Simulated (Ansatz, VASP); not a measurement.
**AlNi3: VASP beside Ansatz**

INCAR

```
SYSTEM = AlNi3
PREC = Accurate
ENCUT = 600
EDIFF = 1E-6
ISMEAR = -1
SIGMA = 0.05
LREAL = .False.
LASPH = .True.
NELM = 150
ALGO = Normal
ISIF = 3
LWAVE = .False.
LCHARG = .False.
ISPIN = 2
MAGMOM = 1 1 1 0
LORBIT = 11
LMAXMIX = 4
GGA = RP
IBRION = 2
NSW = 80
EDIFFG = -0.02
```

KPOINTS

```
Automatic mesh
0
Gamma
  6 6 6
  0 0 0
```

File POSCAR:

```
AlNi3
1.0
    3.5230547267      0.0000000000      0.0000000000
    0.0000000000      3.5230547267      0.0000000000
    0.0000000000      0.0000000000      3.5230547267
Ni Al
3 1
Direct
    0.5000000000      0.5000000000      0.0000000000
    0.5000000000      0.0000000000      0.5000000000
    0.0000000000      0.5000000000      0.5000000000
    0.0000000000      0.0000000000      0.0000000000
```

The input input.yaml:

```yaml
crystal:
  lattice:
    - [3.5230547267, 0.0, 0.0]
    - [0.0, 3.5230547267, 0.0]
    - [0.0, 0.0, 3.5230547267]
  atoms:
    - { symbol: Ni, position: [0.5, 0.5, 0.0], spin: 1.0 }
    - { symbol: Ni, position: [0.5, 0.0, 0.5], spin: 1.0 }
    - { symbol: Ni, position: [0.0, 0.5, 0.5], spin: 1.0 }
    - { symbol: Al, position: [0.0, 0.0, 0.0] }
kpoints:
  mp_grid: { grid: [6, 6, 6] }
scf:
  occupations: { method: fermi_dirac, width: 0.05 }
hamiltonian:
  xc: rpbe
  pseudopotentials: { kind: all_electron, lapw: { basis_error: 0.002 } }
magnetization:
  spin_polarized: true
output:
  forces: true
  stress: true
relax:
  f_tol: 0.02
  max_steps: 60
  cell: {}
```

Alike in both runs: task relaxation of cell and atoms; functional RPBE; k mesh 6 × 6 × 6; occupations fermi-dirac, width 0.05 eV; collinear spin.

|  | VASP | Ansatz |
| --- | --- | --- |
| version | VASP 6.6.1 | Ansatz 0.2.0 |
| potentials or method | VASP PAW PBE potentials, release 64 (Ni, Al), cutoff 600 eV | all-electron LAPW, scalar-relativistic |

```tsv
	VASP	Ansatz	Ansatz less VASP
net moment per atom (μB)	0.18	0.19	+0.004
relaxed volume (Å³/atom)	11.66	11.65	-0.009
relaxed length of the cell vector where the two differ most in proportion (Å)	3.599	3.598	-0.0009
```

VASP's potentials were made for PBE, not for RPBE. Ansatz ran all-electron here, and VASP with PAW potentials.

Noted on Ansatz's run: the k mesh is thin for a metal, which can move the energy by tens of meV per atom.
